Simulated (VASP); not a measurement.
Set up this calculation in VASP 6.6.1, as the native input.

| Quantity | Value |
| --- | --- |
| Task | single point |
| Functional | PBE |
| Potentials or basis | VASP PAW PBE potentials, release 64 (W_sv, S) |
| Cutoff | 520 eV |
| k mesh | 12 × 12 × 12 |
| Occupations | gaussian, width 0.02 eV |
| Spin | collinear spin, ferromagnetic start |
| Starting moments | [2.5, 0.0] μB |
| Hubbard terms | W d U = 6.2 eV |
| Dipole correction | no |
| Further INCAR settings | ALGO = Normal; EDIFF = 1e-07; NBANDS = 21 |

The structure of WS lies in POSCAR:

```
WS
1.0
    3.2404427506      0.0000000000      0.0000000000
    0.0000000000      3.2404427506      0.0000000000
    0.0000000000      0.0000000000      3.2404427506
W S
1 1
Direct
    0.0000000000      0.0000000000      0.0000000000
    0.5000000000      0.5000000000      0.5000000000
```

One way to write it, as run:

INCAR

```
SYSTEM = WS
  PREC = Accurate
  ENCUT = 520
  EDIFF = 1E-7
  ISMEAR = 0
  SIGMA = 0.02
  LREAL = .False.
  LASPH = .True.
  NELM = 150
  ALGO = Normal
  ISIF = 2
  LWAVE = .False.
  LCHARG = .False.
  ISPIN = 2
  MAGMOM = 2.5 0
  LORBIT = 11
  LMAXMIX = 4
  LDAU = .True.
  LDAUTYPE = 2
  LDAUL = 2 -1
  LDAUU = 6.2 0
  LDAUJ = 0 0
  LDAUPRINT = 1
  GGA = PE
  NBANDS = 21
```

KPOINTS

```
Automatic mesh
0
Gamma
  12 12 12
  0 0 0
```

Potentials or basis: VASP PAW PBE potentials, release 64 (W_sv, S).

Run with:

```console
$ cat potpaw_PBE.64/W_sv/POTCAR potpaw_PBE.64/S/POTCAR > POTCAR
$ mpirun -np 1 vasp_std > vasp.out
```

It gave:

```json
{"Pressure": "-13.3 GPa", "Band gap on the k mesh": "zero (filled and empty bands overlap)", "Net moment": "2.00 μB per cell", "Site moments": "W +1.81; S -0.20 μB", "Valence electrons inside the program's atomic spheres": "W 11.63; S 3.58"}
```

Caveat: spin-orbit coupling is left out, which moves the levels of the heavy elements.

Wall time 35 s on 1 thread of Intel(R) Xeon(R) 6975P-C (Granite Rapids), with other jobs on the host, peak memory 0.21 GiB.
